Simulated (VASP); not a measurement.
## Ti3O4: single point with PBEsol

Crystal: Ti3O4.

```xyz
7
Lattice="3.0585 -4.0304 0.0000 3.0585 4.0304 0.0000 0.0000 0.0000 2.9690" Properties=species:S:1:pos:R:3 pbc="T T T"
Ti    0.0000    0.0000    1.4845
Ti    1.5292   -2.0152    0.0000
Ti    1.5292    2.0152    0.0000
O     4.6659    0.0000    0.0000
O     3.0585    1.9436    1.4845
O     1.4510    0.0000    0.0000
O     3.0585   -1.9436    1.4845
```

This cell differs from its parent crystal: strain +0.0500 x Voigt [1, 0, 0, 0, 0, 0].

```yaml
Program: VASP 6.6.1
Task: single point
Functional: PBEsol
Potentials_or_basis: VASP PAW PBE potentials, release 64 (Ti_sv, O)
Cutoff: 520 eV
k_mesh: 8 × 8 × 14
Occupations: gaussian, width 0.15 eV
Spin: no spin polarisation
```

```json
{
 "Pressure": "-9.1 GPa",
 "Largest force": "0.594 eV/Å",
 "Band gap on the k mesh": "zero (bands 30 and 31 overlap by 1.07 eV)"
}
```

Forces on the atoms (eV/Å):
```
Ti   0.000  0.000  0.000
Ti   0.000  0.000  0.000
Ti   0.000  0.000  0.000
O    0.594  0.000  0.000
O    0.000  0.123  0.000
O   -0.594  0.000  0.000
O    0.000 -0.123  0.000
```

Stress tensor (GPa, compression positive):
```
-14.34   0.00   0.00
  0.00  -4.09   0.00
  0.00   0.00  -8.83
```

Levels at points of the mesh, in eV from the Fermi level:
```
           k point  band 28  band 29  band 30  band 31  band 32  band 33
(0.00, 0.00, 0.00)    -3.92    -2.44    -0.22    -0.20     0.33     0.79
(0.50, 0.00, 0.00)    -4.02    -0.90    -0.68     0.32     0.33     0.49
(0.50, 0.50, 0.00)    -4.62    -2.14    -0.09     0.65     0.74     0.89
(0.00, 0.00, 0.50)    -5.12     0.57     0.59     0.59     0.69     0.69
(0.50, 0.00, 0.50)    -4.50    -0.78    -0.64     0.37     0.53     1.70
(0.50, 0.50, 0.50)    -4.68    -2.22    -1.89     1.41     1.46     1.54
```

Wall time 41 min on 1 thread of AMD EPYC 9755 128-Core Processor, on a shared host, peak memory 0.42 GiB.

Caveat: the cell differs from its parent crystal (strain +0.0500 x Voigt [1, 0, 0, 0, 0, 0]); the stress differs along the axes, from -14 to -4 GPa; the PAW data sets were made with another functional, which shifts forces and pressure a little; semilocal functionals often make such compounds metallic where correlation or magnetic order opens a gap, which also shifts bond lengths.
